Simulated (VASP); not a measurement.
# Au (P6_3/mmc) in VASP: notebook

Au is run at these levels: LDA, r2SCAN; tasks: single point.

Everything below comes from runs of VASP 6.6.1. Logs are shortened: lines on timing, memory, paths and dates and some standing lists are left out, and cuts for length are marked.

### Step 1. The cell of the first run

The structure is hexagonal, space group P6_3/mmc (No. 194). The conventional cell has a = 2.938 Å, b = 2.938 Å, c = 4.944 Å, α = 90.00°, β = 90.00°, γ = 120.00°. Within 3.9 Å of Au (site symmetry -6m2) lie 12 Au at 2.94 to 3.00 Å.

### Step 2. Single point, LDA

Contents of INCAR:

```
PREC     = Accurate       # precision mode
ENCUT    = 520            # plane-wave cutoff, eV
EDIFF    = 1E-6           # SCF threshold, eV
ISMEAR   = -1             # smearing method
SIGMA    = 0.05           # smearing width, eV
LREAL    = False          # projectors in reciprocal space
LASPH    = True           # aspherical terms in the spheres
NELM     = 100            # most SCF steps
ALGO     = Normal         # electronic algorithm
ISIF     = 2              # what is computed and relaxed
LWAVE    = False          # write WAVECAR
LCHARG   = True           # write CHGCAR
LELF     = True           # ELF
LVHAR    = True         
NBANDS   = 18             # bands
```

Contents of KPOINTS:

```
regular mesh
0
Gamma
  11 11 6
```

Contents of POSCAR:

```
Au
1.0
    2.9381622711      0.0000000000      0.0000000000
   -1.4690811355      2.5445231672      0.0000000000
    0.0000000000      0.0000000000      4.9442178906
Au
2
Direct
    0.6666666667      0.3333333333      0.2500000000
    0.3333333333      0.6666666667      0.7500000000
```

Potentials or basis: VASP PAW LDA potentials, release 64 (Au).

On the command line:

```bash
> cat potpaw_LDA.64/Au/POTCAR > POTCAR
> mpirun -np 1 vasp_std > vasp.out
```

OUTCAR:

```text
PREC = Accurate
   ENCUT = 520
   EDIFF = 1E-6
   ISMEAR = -1
   LREAL = False
   LASPH = True
   NELM = 100
   ISIF = 2

 ion  position               nearest neighbor table
   1  0.667  0.333  0.250-   2 3.00   2 3.00   2 3.00   2 3.00   2 3.00   2 3.00
   2  0.333  0.667  0.750-   1 3.00   1 3.00   1 3.00   1 3.00   1 3.00   1 3.00

  LATTYP: Found a hexagonal cell.
 ALAT       =     2.9381622711
 C/A-ratio  =     1.6827586207

  Lattice vectors:

 A1 = (   2.9381622711,   0.0000000000,   0.0000000000)
 A2 = (  -1.4690811355,   2.5445231672,   0.0000000000)
 A3 = (   0.0000000000,   0.0000000000,   4.9442178906)

Analysis of symmetry for initial positions (statically):
=====================================================================
 Subroutine PRICEL returns:
 Original cell was already a primitive cell.

 Routine SETGRP: Setting up the symmetry group for a
 hexagonal supercell.

 Subroutine GETGRP returns: Found 24 space group operations
 (whereof 12 operations were pure point group operations)
 out of a pool of 24 trial point group operations.

The static configuration has the point symmetry D_3d.
 The point group associated with its full space group is D_6h.

Analysis of symmetry for dynamics (positions and initial velocities):
=====================================================================
 Subroutine PRICEL returns:
 Original cell was already a primitive cell.

 Routine SETGRP: Setting up the symmetry group for a
 hexagonal supercell.

 Subroutine GETGRP returns: Found 24 space group operations
 (whereof 12 operations were pure point group operations)
 out of a pool of 24 trial point group operations.

The dynamic configuration has the point symmetry D_3d.
 The point group associated with its full space group is D_6h.

 Subroutine INISYM returns: Found 24 space group operations
 (whereof 12 operations are pure point group operations),
 and found     1 'primitive' translations

----------------------------------------------------------------------------------------

                                     Primitive cell

  volume of cell :      36.9641

  direct lattice vectors                    reciprocal lattice vectors
     2.938162271  0.000000000  0.000000000     0.340348799  0.196500471  0.000000000
    -1.469081135  2.544523167  0.000000000     0.000000000  0.393000941  0.000000000
     0.000000000  0.000000000  4.944217891     0.000000000  0.000000000  0.202256458

  length of vectors
     2.938162271  2.938162271  4.944217891     0.393000941  0.393000941  0.202256458

  position of ions in fractional coordinates (direct lattice)
     0.666666667  0.333333333  0.250000000
     0.333333333  0.666666667  0.750000000

  ion indices of the primitive-cell ions
   primitive index   ion index
                 1           1
                 2           2

----------------------------------------------------------------------------------------

 KPOINTS: regular mesh

Automatic generation of k-mesh.
 Grid dimensions read from file:
 generate k-points for:   11   11    6

 Generating k-lattice:

  Cartesian coordinates                     Fractional coordinates (reciprocal lattice)
     0.030940800  0.017863679  0.000000000     0.090909091  0.000000000  0.000000000
     0.000000000  0.035727358  0.000000000     0.000000000  0.090909091  0.000000000
     0.000000000  0.000000000  0.033709410     0.000000000  0.000000000  0.166666667

  Length of vectors
     0.035727358  0.035727358  0.033709410

  Shift w.r.t. Gamma in fractional coordinates (k-lattice)
     0.000000000  0.000000000  0.000000000

 Subroutine IBZKPT returns following result:
 ===========================================

 Found     64 irreducible k-points:

 Following reciprocal coordinates:
            Coordinates               Weight
  0.000000  0.000000  0.000000      1.000000
  0.090909 -0.000000  0.000000      6.000000
  0.181818 -0.000000  0.000000      6.000000
  0.272727 -0.000000  0.000000      6.000000
  0.363636  0.000000  0.000000      6.000000
  0.454545 -0.000000  0.000000      6.000000
[... 16 lines left out ...]
  0.090909  0.090909  0.166667     12.000000
  0.181818  0.090909  0.166667     24.000000
 [... further k-points ...]
   k-points           NKPTS =     64   k-points in BZ     NKDIM =     64   number of bands    NBANDS=     18
   number of dos      NEDOS =    301   number of ions     NIONS =      2
   total plane-waves  NPLWV =  23040
   dimension x,y,z NGX =    24 NGY =   24 NGZ =   40
   dimension x,y,z NGXF=    48 NGYF=   48 NGZF=   80
   ions per type =               2
   NGX,Y,Z   is equivalent  to a cutoff of  13.58, 13.58, 13.45 a.u.
   NGXF,Y,Z  is equivalent  to a cutoff of  27.16, 27.16, 26.90 a.u.
 SYSTEM =  unknown system
   PREC   = accura    normal or accurate (medium, high low for compatibility)
   ISTART =      0    job   : 0-new  1-cont  2-samecut
   ICHARG =      2    charge: 1-file 2-atom 10-const
   ISPIN  =      1    spin polarized calculation?
   LNONCOLLINEAR =      F non collinear calculations
   LSORBIT =      F    spin-orbit coupling
   LASPH  =      T    aspherical Exc in radial PAW
   ENCUT  =  520.0 eV  38.22 Ry    6.18 a.u.   5.46  5.46  9.19*2*pi/ulx,y,z
   NELM   =    100;   NELMIN=  2; NELMDL= -5     # of ELM steps
   EDIFF  = 0.1E-05   stopping-criterion for ELM
   LREAL  =      F    real-space projection
   EDIFFG = 0.1E-04   stopping-criterion for IOM
   NSW    =      0    number of steps for IOM
   IBRION =     -1    ionic relax: 0-MD 1-quasi-New 2-CG
   NFREE  =      0    steps in history (QN), initial steepest desc. (CG)
   ISIF   =      2    stress and relaxation
   ISYM   =      2    0-nonsym 1-usesym 2-fastsym
   POTIM  = 0.5000    time-step for ionic-motion
   TEBEG  =    0.0;   TEEND  =   0.0 temperature during run
   PSTRESS=    0.0 pullay stress
   NELECT =      22.0000    total number of electrons
   NUPDOWN=      -1.0000    fix difference up-down
   EMIN   =  10.00;   EMAX   =-10.00  energy-range for DOS
   EFERMI =   0.00;   METHOD = LEGACY
   ISMEAR =    -1;   SIGMA  =   0.05  broadening in eV -4-tet -1-fermi 0-gaus
   EFERMI_NEDOS =   21; number of points for ismear=-14 and -15
   IALGO  =     38    algorithm
   IMIX   =      4    mixing-type and parameters
     AMIX     =   0.40;   BMIX     =  1.00
     AMIX_MAG =   1.60;   BMIX_MAG =  1.00
  volume/ion in A,a.u.               =      18.48       124.72
  Fermi-wavevector in a.u.,A,eV,Ry     =   1.377069  2.602284 25.800998  1.896320
  Thomas-Fermi vector in A             =   2.502256
   LORBIT       =      0    0 simple, 1 ext, 2 COOP (PROOUT), +10 PAW based schemes
   GGA     = CA    functional components
   LHFCALC =     F    Hartree Fock is set to
   AEXX    =    0.0000 exact exchange contribution
   IVDW    =     0    specifies the selected vdW correction
   LEPSILON=     F    determine dielectric tensor
   LRPA    =     F    only Hartree local field effects (RPA)
 non-spin polarized calculation
  energy-cutoff  :      520.00
  volume of cell :       36.96
 maximum number of plane-waves:      1026
 NGX is ok and might be reduce to    24
   NGX = 11   NGY = 11   NGZ = 19

 number of electron      21.9999998 magnetization

 Free energy of the ion-electron system (eV)
  ---------------------------------------------------
  ext. energy  EPLUGINS =         0.00000000
  ---------------------------------------------------
  free energy    TOTEN  =        -8.69237194 eV

  energy without entropy =       -8.68374114  energy(sigma->0) =       -8.68805654

 E-fermi :   7.9139     XC(G=0): -12.5172

 val. band max:        7.8820618714   @ k =   0.1818   0.1818   0.3333
 cond. band min:       7.9280013404   @ k =   0.2727   0.0909   0.3333
 fundamental gap:      0.0459394689
 Fermi energy:         7.9139150119

 k-point     1 :       0.0000    0.0000    0.0000
  band No.  band energies     occupation
      1      -1.1186      2.00000
      2       1.2325      2.00000
      3       3.5065      2.00000
      4       3.7733      2.00000
      5       3.7733      2.00000
      6       4.0410      2.00000
[... 10 lines left out ...]
     17      25.5765      0.00000
     18      25.5765      0.00000

 k-point     2 :       0.0909   -0.0000    0.0000
  band No.  band energies     occupation
      1      -0.8750      2.00000
      2       1.4299      2.00000
      3       3.4336      2.00000
      4       3.8297      2.00000
      5       3.9288      2.00000
      6       3.9699      2.00000
[... 10 lines left out ...]
     17      24.3953      0.00000
     18      25.4524      0.00000

 k-point     3 :       0.1818   -0.0000    0.0000
  band No.  band energies     occupation
      1      -0.1887      2.00000
      2       1.8986      2.00000
      3       3.2688      2.00000
      4       3.7205      2.00000
      5       3.8244      2.00000
      6       4.1932      2.00000
[... 10 lines left out ...]
     17      24.3315      0.00000
     18      24.8469      0.00000

 k-point     4 :       0.2727   -0.0000    0.0000
  band No.  band energies     occupation
      1       0.7516      2.00000
      2       2.1225      2.00000
      3       3.0859      2.00000
      4       3.4403      2.00000
      5       3.6267      2.00000
      6       4.1247      2.00000
[... 375 lines left out ...]
      4       3.2443      2.00000
      5       3.9362      2.00000
      6       4.2632      2.00000
[... 10 lines left out ...]
     17      19.9060      0.00000
     18      23.0309      0.00000

 k-point    23 :       0.0909    0.0909    0.1667
  band No.  band energies     occupation
      1      -0.2073      2.00000
      2       1.7894      2.00000
      3       3.3067      2.00000
      4       3.6155      2.00000
      5       3.7209      2.00000
      6       4.1095      2.00000
[... 10 lines left out ...]
     17      24.2277      0.00000
     18      25.1173      0.00000

 k-point    24 :       0.1818    0.0909    0.1667
  band No.  band energies     occupation
      1       0.6021      2.00000
      2       2.2827      2.00000
      3       3.1229      2.00000
      4       3.2156      2.00000
      5       3.5962      2.00000
      6       3.9980      2.00000
[... 10 lines left out ...]
     17      23.6677      0.00000
     18      24.7526      0.00000

 [... further k-points ...]

------------------------ aborting loop because EDIFF is reached ----------------------------------------

  FORCE on cell =-STRESS in cart. coord.  units (eV):
  Direction    XX          YY          ZZ          XY          YZ          ZX
  --------------------------------------------------------------------------------------
  -------------------------------------------------------------------------------------
  Total       -3.4492068     -3.4492068     -3.3738826     -0.0000000     -0.0000000      0.0000000
  in kB     -149.5030392   -149.5030392   -146.2381767     -0.0000000     -0.0000000      0.0000000
  external PRESSURE =    -148.4147517 kB  Pullay stress =       0.0000000 kB

 VOLUME and BASIS-vectors are now :
 -----------------------------------------------------------------------------
  energy-cutoff  :      520.00
  volume of cell :       36.96
      direct lattice vectors                 reciprocal lattice vectors
     2.938162271  0.000000000  0.000000000     0.340348799  0.196500471  0.000000000
    -1.469081135  2.544523167  0.000000000     0.000000000  0.393000941  0.000000000
     0.000000000  0.000000000  4.944217891     0.000000000  0.000000000  0.202256458

 POSITION                                       TOTAL-FORCE (eV/Angst)
 -----------------------------------------------------------------------------------
      1.46908      0.84817      1.23605        -0.000000      0.000000      0.000000
     -0.00000      1.69635      3.70816         0.000000     -0.000000      0.000000
 -----------------------------------------------------------------------------------
    total drift:                               -0.000000      0.000000     -0.000000

  FREE ENERGIE OF THE ION-ELECTRON SYSTEM (eV)
  ---------------------------------------------------
  free  energy   TOTEN  =        -8.6923719429 eV

  energy  without entropy=       -8.6837411393  energy(sigma->0) =       -8.68805654
```

Wall time 45 s (1 thread of Intel Xeon 8259CL, shared host); peak memory 0.16 GiB.

What came out:

```yaml
Free_energy: -8.6924 eV
Pressure: -14.8 GPa
Band_gap_on_the_k_mesh: zero (band 11 reaches 11.43 eV, above the bottom of band 12 at 5.45 eV)
```

Stress tensor (GPa, compression positive):
```
-14.95   0.00   0.00
  0.00 -14.95   0.00
  0.00   0.00 -14.62
```

Caveat: spin-orbit coupling is left out, which moves the levels of the heavy elements.

### Step 3. Single point, LDA

This run uses another cell than the first one, of 18.84 Å³/atom, 1.019 times its volume.

Contents of INCAR:

```
PREC     = Accurate       # precision mode
ENCUT    = 520            # plane-wave cutoff, eV
EDIFF    = 1E-6           # SCF threshold, eV
ISMEAR   = -1             # smearing method
SIGMA    = 0.05           # smearing width, eV
LREAL    = F              # projectors in reciprocal space
LASPH    = T              # aspherical terms in the spheres
NELM     = 100            # most SCF steps
ALGO     = Fast           # electronic algorithm
ISIF     = 2              # what is computed and relaxed
LWAVE    = F              # write WAVECAR
LCHARG   = F              # write CHGCAR
NBANDS   = 18             # bands
```

KPOINTS is that of step 2.

Contents of POSCAR:

```
Au
1.0
    2.9568771850      0.0000000000      0.0000000000
   -1.4784385925      2.5607307581      0.0000000000
    0.0000000000      0.0000000000      4.9757105734
Au
2
Direct
    0.6666666667      0.3333333333      0.2500000000
    0.3333333333      0.6666666667      0.7500000000
```

Potentials or basis: VASP PAW LDA potentials, release 64 (Au).

On the command line:

```bash
> cat potpaw_LDA.64/Au/POTCAR > POTCAR
> mpirun -np 1 vasp_std > vasp.out
```

Run time: 52 s. Hardware: 1 thread of Intel Xeon 8259CL, shared host; peak memory 0.16 GiB.

Results (log left out):

```yaml
Free_energy: -8.6230 eV
Pressure: -16.6 GPa
Band_gap_on_the_k_mesh: zero (band 11 reaches 11.07 eV, above the bottom of band 12 at 5.19 eV)
```

Stress tensor (GPa, compression positive):
```
-16.79   0.00   0.00
  0.00 -16.79   0.00
  0.00   0.00 -16.22
```

Levels at points of the mesh, in eV from the Fermi level:
```
           k point  band 7  band 8  band 9  band 10  band 11  band 12  band 13  band 14  band 15  band 16
(0.00, 0.00, 0.00)   -3.79   -3.18   -3.18    -2.03    -2.03    -0.68     2.22    14.66    15.57    16.64
(0.00, 0.00, 0.50)   -4.08   -4.08   -2.43    -2.43    -2.43    -2.43     9.95     9.95    14.89    14.89
```

Caveat: spin-orbit coupling is left out, which moves the levels of the heavy elements.

### Step 4. Single point, r2SCAN

This run uses another cell than the first one, of 16.70 Å³/atom, 0.904 times its volume.

Contents of POSCAR:

```
Au
1.0
    2.8407997153      0.0000000000      0.0000000000
   -1.4203998576      2.4602047205      0.0000000000
    0.0000000000      0.0000000000      4.7803802105
Au
2
Direct
    0.6666666667      0.3333333333      0.2500000000
    0.3333333333      0.6666666667      0.7500000000
```

Contents of INCAR.step1:

```
SYSTEM = Au
PREC     = Accurate       ! precision mode
ENCUT    = 520            ! plane-wave cutoff, eV
ISMEAR   = -1             ! smearing method
SIGMA    = 0.05           ! smearing width, eV
LREAL    = .FALSE.        ! projectors in reciprocal space
LASPH    = .TRUE.         ! aspherical terms in the spheres
NELM     = 80             ! most SCF steps
NBANDS   = 18             ! bands
GGA      = PE             ! functional
ALGO     = Normal         ! electronic algorithm
EDIFF    = 1E-4           ! SCF threshold, eV
LWAVE    = .TRUE.         ! write WAVECAR
LCHARG   = .FALSE.        ! write CHGCAR
```

Contents of INCAR.step2:

```
SYSTEM = Au
PREC     = Accurate       ! precision mode
ENCUT    = 520            ! plane-wave cutoff, eV
EDIFF    = 1E-7           ! SCF threshold, eV
ISMEAR   = -1             ! smearing method
SIGMA    = 0.05           ! smearing width, eV
LREAL    = .FALSE.        ! projectors in reciprocal space
LASPH    = .TRUE.         ! aspherical terms in the spheres
NELM     = 80             ! most SCF steps
ALGO     = Normal         ! electronic algorithm
ISIF     = 2              ! what is computed and relaxed
LWAVE    = .FALSE.        ! write WAVECAR
LCHARG   = .FALSE.        ! write CHGCAR
METAGGA  = R2SCAN         ! meta-GGA
LMIXTAU  = .TRUE.       
NBANDS   = 18             ! bands
ISTART   = 1
```

Contents of KPOINTS:

```
Automatic mesh
0
G
  11 11 6
  0 0 0
```

Potentials or basis: VASP PAW PBE potentials, release 64 (Au).

On the command line:

```bash
> cat potpaw_PBE.64/Au/POTCAR > POTCAR
> cp INCAR.step1 INCAR
> mpirun -np 1 vasp_std > vasp.out
> cp INCAR.step2 INCAR
> mpirun -np 1 vasp_std > vasp.out
```

Wall time 3.7 min (1 thread of Intel Xeon 8259CL, shared host); peak memory 0.18 GiB.

It converged, with:

- Free energy: -101.1330 eV
- Pressure: 9.4 GPa
- Band gap on the k mesh: zero (band 11 reaches 13.69 eV, above the bottom of band 12 at 6.74 eV)

Stress tensor (GPa, compression positive):
```
9.87 0.00 0.00
0.00 9.87 0.00
0.00 0.00 8.39
```

Levels at points of the mesh, in eV from the Fermi level:
| k point | band 8 | band 9 | band 10 | band 11 | band 12 | band 13 | band 14 | band 15 |
| --- | --- | --- | --- | --- | --- | --- | --- | --- |
| (0.00, 0.00, 0.00) | -3.87 | -3.87 | -2.42 | -2.42 | -1.10 | 2.84 | 15.45 | 16.52 |
| (0.00, 0.00, 0.50) | -4.98 | -2.91 | -2.91 | -2.91 | -2.91 | 11.25 | 11.25 | 15.73 |

Caveat: the PAW data sets were made with another functional, which shifts forces and pressure a little; spin-orbit coupling is left out, which moves the levels of the heavy elements.

(Part 1 of 2 ends here.)
